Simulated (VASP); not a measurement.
# Y (Pm-3n) in VASP: single point with r2SCAN

Aim: the single point of Y with r2SCAN.

All numbers are computed with VASP 6.6.1; they aren't measurements. Logs are shortened: lines on timing, memory, paths and dates and some standing lists are left out, and cuts for length are marked.

### Step 1. The cell of the first run

It takes space group Pm-3n (No. 223, cubic). Conventional cell: a = 6.521 Å, b = 6.521 Å, c = 6.521 Å, α = 90.00°, β = 90.00°, γ = 90.00°. Within 4.8 Å of Y (site symmetry m-3) lie 12 Y at 3.65 Å. Within 4.3 Å of Y (site symmetry -4m2) lie 14 Y at 3.26 to 3.99 Å.

### Step 2. Single point, r2SCAN

File POSCAR:

```
Y
1.0
    6.5205588779      0.0000000000      0.0000000000
    0.0000000000      6.5205588779      0.0000000000
    0.0000000000      0.0000000000      6.5205588779
Y
8
Direct
    1.0000000000      0.0000000000      0.0000000000
    0.5000000000      0.5000000000      0.5000000000
    0.2500000000      1.0000000000      0.5000000000
    0.7500000000      1.0000000000      0.5000000000
    0.5000000000      0.2500000000      0.0000000000
    0.5000000000      0.7500000000      0.0000000000
    0.0000000000      0.5000000000      0.2500000000
    0.0000000000      0.5000000000      0.7500000000
```

File INCAR.step1:

```
SYSTEM = Y
PREC = Accurate
ENCUT = 520
ISMEAR = -1
SIGMA = 0.1
LREAL = .False.
LASPH = .True.
NELM = 100
NBANDS = 54
GGA = PE
ALGO = Normal
EDIFF = 1E-4
LWAVE = .True.
LCHARG = .False.
```

File INCAR.step2:

```
SYSTEM = Y
PREC = Accurate
ENCUT = 520
EDIFF = 1E-7
ISMEAR = -1
SIGMA = 0.1
LREAL = .False.
LASPH = .True.
NELM = 100
ALGO = Normal
ISIF = 2
LWAVE = .False.
LCHARG = .True.
METAGGA = R2SCAN
LMIXTAU = .True.
LELF = .True.
LVHAR = .True.
NBANDS = 54
ISTART = 1
```

File KPOINTS:

```
regular mesh
0
Gamma
  5 5 5
  0 0 0
```

Potentials or basis: VASP PAW PBE potentials, release 64 (Y_sv).

The run is started by

```console
cat potpaw_PBE.64/Y_sv/POTCAR > POTCAR
cp INCAR.step1 INCAR
mpirun -np 1 vasp_std > vasp.out
cp INCAR.step2 INCAR
mpirun -np 1 vasp_std > vasp.out
```

OUTCAR:

```text
SYSTEM = Y
   PREC = Accurate
   ENCUT = 520
   EDIFF = 1E-7
   ISMEAR = -1
   LREAL = .False.
   LASPH = .True.
   NELM = 100
   ISIF = 2
   METAGGA = R2SCAN
   ISTART = 1

 ion  position               nearest neighbor table
   1  0.000  0.000  0.000-   3 3.65   4 3.65   5 3.65   6 3.65   7 3.65   8 3.65   3 3.65   4 3.65
                             7 3.65   8 3.65   5 3.65   6 3.65
   2  0.500  0.500  0.500-   3 3.65   4 3.65   5 3.65   6 3.65   7 3.65   8 3.65   5 3.65   6 3.65
                             3 3.65   4 3.65   7 3.65   8 3.65
   3  0.250  0.000  0.500-   4 3.26   4 3.26   1 3.65   1 3.65   2 3.65   2 3.65   8 3.99   5 3.99
                             5 3.99   6 3.99   6 3.99   7 3.99   8 3.99   7 3.99
   4  0.750  0.000  0.500-   3 3.26   3 3.26   1 3.65   1 3.65   2 3.65   2 3.65   8 3.99   5 3.99
                             5 3.99   6 3.99   6 3.99   7 3.99   8 3.99   7 3.99
   5  0.500  0.250  0.000-   6 3.26   6 3.26   1 3.65   2 3.65   2 3.65   1 3.65   8 3.99   4 3.99
                             3 3.99   4 3.99   3 3.99   7 3.99   7 3.99   8 3.99
   6  0.500  0.750  0.000-   5 3.26   5 3.26   1 3.65   2 3.65   2 3.65   1 3.65   8 3.99   4 3.99
                             3 3.99   4 3.99   3 3.99   7 3.99   7 3.99   8 3.99
   7  0.000  0.500  0.250-   8 3.26   8 3.26   1 3.65   2 3.65   1 3.65   2 3.65   3 3.99   4 3.99
                             5 3.99   3 3.99   4 3.99   6 3.99   5 3.99   6 3.99
   8  0.000  0.500  0.750-   7 3.26   7 3.26   1 3.65   2 3.65   1 3.65   2 3.65   3 3.99   4 3.99
                             5 3.99   3 3.99   4 3.99   6 3.99   5 3.99   6 3.99

  LATTYP: Found a simple cubic cell.
 ALAT       =     6.5205588779

  Lattice vectors:

 A1 = (   6.5205588779,   0.0000000000,   0.0000000000)
 A2 = (   0.0000000000,   6.5205588779,   0.0000000000)
 A3 = (   0.0000000000,   0.0000000000,   6.5205588779)

Analysis of symmetry for initial positions (statically):
=====================================================================
 Subroutine PRICEL returns:
 Original cell was already a primitive cell.

 Routine SETGRP: Setting up the symmetry group for a
 simple cubic supercell.

 Subroutine GETGRP returns: Found 48 space group operations
 (whereof 24 operations were pure point group operations)
 out of a pool of 48 trial point group operations.

The static configuration has the point symmetry T_h .
 The point group associated with its full space group is O_h .

Analysis of symmetry for dynamics (positions and initial velocities):
=====================================================================
 Subroutine PRICEL returns:
 Original cell was already a primitive cell.

 Routine SETGRP: Setting up the symmetry group for a
 simple cubic supercell.

 Subroutine GETGRP returns: Found 48 space group operations
 (whereof 24 operations were pure point group operations)
 out of a pool of 48 trial point group operations.

The dynamic configuration has the point symmetry T_h .
 The point group associated with its full space group is O_h .

 Subroutine INISYM returns: Found 48 space group operations
 (whereof 24 operations are pure point group operations),
 and found     1 'primitive' translations

----------------------------------------------------------------------------------------

                                     Primitive cell

  volume of cell :     277.2391

  direct lattice vectors                    reciprocal lattice vectors
     6.520558878  0.000000000  0.000000000     0.153361087  0.000000000  0.000000000
     0.000000000  6.520558878  0.000000000     0.000000000  0.153361087  0.000000000
     0.000000000  0.000000000  6.520558878     0.000000000  0.000000000  0.153361087

  length of vectors
     6.520558878  6.520558878  6.520558878     0.153361087  0.153361087  0.153361087

  position of ions in fractional coordinates (direct lattice)
     0.000000000  0.000000000  0.000000000
     0.500000000  0.500000000  0.500000000
     0.250000000  0.000000000  0.500000000
     0.750000000  0.000000000  0.500000000
     0.500000000  0.250000000  0.000000000
     0.500000000  0.750000000  0.000000000
     0.000000000  0.500000000  0.250000000
     0.000000000  0.500000000  0.750000000

  ion indices of the primitive-cell ions
   primitive index   ion index
                 1           1
                 2           2
                 3           3
                 4           4
                 5           5
                 6           6
                 7           7
                 8           8

----------------------------------------------------------------------------------------

 KPOINTS: regular mesh

Automatic generation of k-mesh.
 Grid dimensions read from file:
 generate k-points for:    5    5    5

 Generating k-lattice:

  Cartesian coordinates                     Fractional coordinates (reciprocal lattice)
     0.030672217  0.000000000  0.000000000     0.200000000  0.000000000  0.000000000
     0.000000000  0.030672217  0.000000000     0.000000000  0.200000000  0.000000000
     0.000000000  0.000000000  0.030672217     0.000000000  0.000000000  0.200000000

  Length of vectors
     0.030672217  0.030672217  0.030672217

  Shift w.r.t. Gamma in fractional coordinates (k-lattice)
     0.000000000  0.000000000  0.000000000

 Subroutine IBZKPT returns following result:
 ===========================================

 Found     10 irreducible k-points:

 Following reciprocal coordinates:
            Coordinates               Weight
  0.000000  0.000000  0.000000      1.000000
  0.200000  0.000000  0.000000      6.000000
  0.400000  0.000000  0.000000      6.000000
  0.200000  0.200000  0.000000     12.000000
  0.400000  0.200000  0.000000     24.000000
  0.400000  0.400000  0.000000     12.000000
  0.200000  0.200000  0.200000      8.000000
  0.400000  0.200000  0.200000     24.000000
  0.400000  0.400000  0.200000     24.000000
  0.400000  0.400000  0.400000      8.000000
   k-points           NKPTS =     10   k-points in BZ     NKDIM =     10   number of bands    NBANDS=     54
   number of dos      NEDOS =    301   number of ions     NIONS =      8
   total plane-waves  NPLWV = 110592
   dimension x,y,z NGX =    48 NGY =   48 NGZ =   48
   dimension x,y,z NGXF=    96 NGYF=   96 NGZF=   96
   ions per type =               8
   NGX,Y,Z   is equivalent  to a cutoff of  12.24, 12.24, 12.24 a.u.
   NGXF,Y,Z  is equivalent  to a cutoff of  24.48, 24.48, 24.48 a.u.
 SYSTEM =  Y
   PREC   = accura    normal or accurate (medium, high low for compatibility)
   ISTART =      1    job   : 0-new  1-cont  2-samecut
   ICHARG =      0    charge: 1-file 2-atom 10-const
   ISPIN  =      1    spin polarized calculation?
   LNONCOLLINEAR =      F non collinear calculations
   LSORBIT =      F    spin-orbit coupling
   LASPH  =      T    aspherical Exc in radial PAW
   ENCUT  =  520.0 eV  38.22 Ry    6.18 a.u.  12.12 12.12 12.12*2*pi/ulx,y,z
   NELM   =    100;   NELMIN=  2; NELMDL=  0     # of ELM steps
   EDIFF  = 0.1E-06   stopping-criterion for ELM
   LREAL  =      F    real-space projection
   EDIFFG = 0.1E-05   stopping-criterion for IOM
   NSW    =      0    number of steps for IOM
   IBRION =     -1    ionic relax: 0-MD 1-quasi-New 2-CG
   NFREE  =      0    steps in history (QN), initial steepest desc. (CG)
   ISIF   =      2    stress and relaxation
   ISYM   =      2    0-nonsym 1-usesym 2-fastsym
   POTIM  = 0.5000    time-step for ionic-motion
   TEBEG  =    0.0;   TEEND  =   0.0 temperature during run
   PSTRESS=    0.0 pullay stress
   NELECT =      88.0000    total number of electrons
   NUPDOWN=      -1.0000    fix difference up-down
   EMIN   =  10.00;   EMAX   =-10.00  energy-range for DOS
   EFERMI =   0.00;   METHOD = LEGACY
   ISMEAR =    -1;   SIGMA  =   0.10  broadening in eV -4-tet -1-fermi 0-gaus
   EFERMI_NEDOS =   21; number of points for ismear=-14 and -15
   IALGO  =     38    algorithm
   IMIX   =      4    mixing-type and parameters
     AMIX     =   0.40;   BMIX     =  1.00
     AMIX_MAG =   1.60;   BMIX_MAG =  1.00
  volume/ion in A,a.u.               =      34.65       233.86
  Fermi-wavevector in a.u.,A,eV,Ry     =   1.116737  2.110327 16.967846  1.247102
  Thomas-Fermi vector in A             =   2.253354
   LORBIT       =      0    0 simple, 1 ext, 2 COOP (PROOUT), +10 PAW based schemes
   METAGGA = R2SCAN    functional components
   LHFCALC =     F    Hartree Fock is set to
   AEXX    =    0.0000 exact exchange contribution
   IVDW    =     0    specifies the selected vdW correction
   LEPSILON=     F    determine dielectric tensor
   LRPA    =     F    only Hartree local field effects (RPA)
 non-spin polarized calculation
  energy-cutoff  :      520.00
  volume of cell :      277.24
 maximum number of plane-waves:      7490
   NGX = 25   NGY = 25   NGZ = 25

 number of electron      87.9999983 magnetization

 Free energy of the ion-electron system (eV)
  ---------------------------------------------------
  ext. energy  EPLUGINS =         0.00000000
  ---------------------------------------------------
  free energy    TOTEN  =      -160.49526157 eV

  energy without entropy =     -159.77733329  energy(sigma->0) =     -160.13629743

 E-fermi :   2.8756     XC(G=0):  -9.8493

 val. band max:        2.8684191683   @ k =   0.2000   0.2000   0.2000
 cond. band min:       2.8965498678   @ k =   0.2000   0.2000   0.0000
 fundamental gap:      0.0281306995
 Fermi energy:         2.8756068898

 k-point     1 :       0.0000    0.0000    0.0000
  band No.  band energies     occupation
      1     -41.5743      2.00000
      2     -41.5509      2.00000
      3     -41.5509      2.00000
      4     -41.4872      2.00000
      5     -41.4872      2.00000
      6     -41.4872      2.00000
[... 46 lines left out ...]
     53       4.4768      0.00000
     54       4.4768      0.00000
[... 511 lines left out ...]
     53       3.8797      0.00009
     54       3.8840      0.00008

------------------------ aborting loop because EDIFF is reached ----------------------------------------

  FORCE on cell =-STRESS in cart. coord.  units (eV):
  Direction    XX          YY          ZZ          XY          YZ          ZX
  --------------------------------------------------------------------------------------
  -------------------------------------------------------------------------------------
  Total        0.0901369      0.0901369      0.0901369      0.0000000     -0.0000000     -0.0000000
  in kB        0.5209050      0.5209050      0.5209050      0.0000000     -0.0000000     -0.0000000
  external PRESSURE =       0.5209050 kB  Pullay stress =       0.0000000 kB

 VOLUME and BASIS-vectors are now :
 -----------------------------------------------------------------------------
  energy-cutoff  :      520.00
  volume of cell :      277.24
      direct lattice vectors                 reciprocal lattice vectors
     6.520558878  0.000000000  0.000000000     0.153361087  0.000000000  0.000000000
     0.000000000  6.520558878  0.000000000     0.000000000  0.153361087  0.000000000
     0.000000000  0.000000000  6.520558878     0.000000000  0.000000000  0.153361087

 POSITION                                       TOTAL-FORCE (eV/Angst)
 -----------------------------------------------------------------------------------
      0.00000      0.00000      0.00000        -0.000000      0.000000     -0.000000
      3.26028      3.26028      3.26028        -0.000000      0.000000     -0.000000
      1.63014      0.00000      3.26028         0.000000      0.000000      0.000000
      4.89042      0.00000      3.26028        -0.000000     -0.000000     -0.000000
      3.26028      1.63014      0.00000        -0.000000      0.000000      0.000000
      3.26028      4.89042      0.00000        -0.000000     -0.000000      0.000000
      0.00000      3.26028      1.63014         0.000000     -0.000000      0.000000
      0.00000      3.26028      4.89042         0.000000      0.000000     -0.000000
 -----------------------------------------------------------------------------------
    total drift:                                0.000000     -0.000000      0.000000

  FREE ENERGIE OF THE ION-ELECTRON SYSTEM (eV)
  ---------------------------------------------------
  free  energy   TOTEN  =      -160.4952615711 eV

  energy  without entropy=     -159.7773332940  energy(sigma->0) =     -160.13629743
```

Wall time 12 min (1 thread of AMD EPYC 7R13 (Zen 3), shared host); peak memory 0.39 GiB.

Results:

```yaml
Free_energy: -160.4953 eV
Pressure: 0.1 GPa
Band_gap_on_the_k_mesh: zero (bands 44 and 45 overlap by 0.41 eV)
```

Caveat: the PAW data sets were made with another functional, which shifts forces and pressure a little.
